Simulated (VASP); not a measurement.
Input of a VASP 6.6.1 run:

File INCAR:

```
SYSTEM = Ge
  PREC = Accurate
  ENCUT = 520
  EDIFF = 1E-6
  ISMEAR = 0
  SIGMA = 0.15
  LREAL = .FALSE.
  LASPH = .TRUE.
  NELM = 80
  ALGO = Normal
  ISIF = 2
  LWAVE = .FALSE.
  LCHARG = .TRUE.
  GGA = PS
  LELF = .TRUE.
  LVHAR = .TRUE.
  NBANDS = 21
```

KPOINTS

```
regular mesh
0
G
  18 18 10
  0 0 0
```

File POSCAR:

```
Ge
1.0
    1.4880529250     -2.5946896100      0.0000000000
    1.4880529250      2.5946896100      0.0000000000
    0.0000000000      0.0000000000      4.7275957900
Ge
2
Direct
    0.7821741359      0.2178258641      0.2500000000
    0.3334466300      0.6665533700      0.7500000000
```

Potentials or basis: VASP PAW PBE potentials, release 64 (Ge_d).

The run is started by

```console
$ cat potpaw_PBE.64/Ge_d/POTCAR > POTCAR
$ mpirun -np 1 vasp_std > vasp.out
```

Question: What does it give for the largest force?

Answer: 0.026 eV/Å.

Question: Estimate the band gap on the k mesh.

Answer: Zero (bands 14 and 15 overlap by 9.14 eV).

Question: What does it give for the pressure?

Answer: 0.8 GPa.

Forces in eV/Å, atoms in the order of the input:
```
Ge   0.000  0.026  0.000
Ge   0.000 -0.026  0.000
```

Caveat: the cell differs from its parent crystal (atom 1 (Ge) moved by (-0.600, +0.000) A along y and z); the PAW data sets were made with another functional, which shifts forces and pressure a little.
